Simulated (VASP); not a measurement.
Here is a VASP 6.6.1 calculation.

File INCAR:

```
PREC = Accurate
ENCUT = 520
EDIFF = 1E-8
ISMEAR = -1
SIGMA = 0.05
LREAL = False
LASPH = True
NELM = 150
ALGO = Normal
ISIF = 2
LWAVE = False
LCHARG = False
ISPIN = 2
MAGMOM = 2 2
LORBIT = 11
LMAXMIX = 4
GGA = PE
LEFG = True
NBANDS = 20
```

Contents of KPOINTS:

```
regular mesh
0
Gamma
  19 19 10
```

POSCAR

```
Co
1.0
    2.5684055861      0.0000000000      0.0000000000
   -1.2842027931      2.2243044849      0.0000000000
    0.0000000000      0.0000000000      4.1712360565
Co
2
Direct
    0.3333333333      0.6666666667      0.2500000000
    0.6666666667      0.3333333333      0.7500000000
```

Potentials or basis: VASP PAW PBE potentials, release 64 (Co).

Run with:

```bash
$ cat potpaw_PBE.64/Co/POTCAR > POTCAR
$ mpirun -np 1 vasp_std > vasp.out
```

(1) Estimate the site moments.

(2) Predict the net moment.

Results:

(1) Co +1.72 μB.

(2) 3.35 μB per cell.

Caveat: without QUAD_EFG the Cq values of the log hold for a quadrupole moment of 1 mb, not for the nuclei.
